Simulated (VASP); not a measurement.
Be, 1 atom in the cell. It takes space group I4/mmm (No. 139, tetragonal). Conventional cell: a = 2.431 Å, b = 2.431 Å, c = 2.506 Å, α = 90.00°, β = 90.00°, γ = 90.00°. Be (site symmetry 4/mmm) has 14 Be at 2.13 to 2.51 Å within 2.8 Å.  This cell differs from its parent crystal: equal xx and yy strain of -3 %.

| Quantity | Value |
| --- | --- |
| Program | VASP 6.6.1 |
| Task | electric field gradients |
| Functional | PBEsol |
| Potentials or basis | VASP PAW PBE potentials, release 64 (Be) |
| Cutoff | 520 eV |
| k mesh | 23 × 23 × 23 |
| Occupations | fermi-dirac, width 0.03 eV |
| Spin | no spin polarisation |
| Dipole correction | no |
| Further INCAR settings | ALGO = Normal; EDIFF = 1e-08; NBANDS = 7 |

Potentials or basis: VASP PAW PBE potentials, release 64 (Be).

Launch:

```sh
$ cat potpaw_PBE.64/Be/POTCAR > POTCAR
$ mpirun -np 1 vasp_std > vasp.out
```

Hardware: 1 thread of Intel(R) Xeon(R) Platinum 8488C (Sapphire Rapids) (shared host).

Problem. Estimate the wall time of this run.

Solution. Wall time 18 s on 1 thread of Intel(R) Xeon(R) Platinum 8488C (Sapphire Rapids), on a shared host, peak memory 0.14 GiB. Counts: scf iterations 11, k points 936.
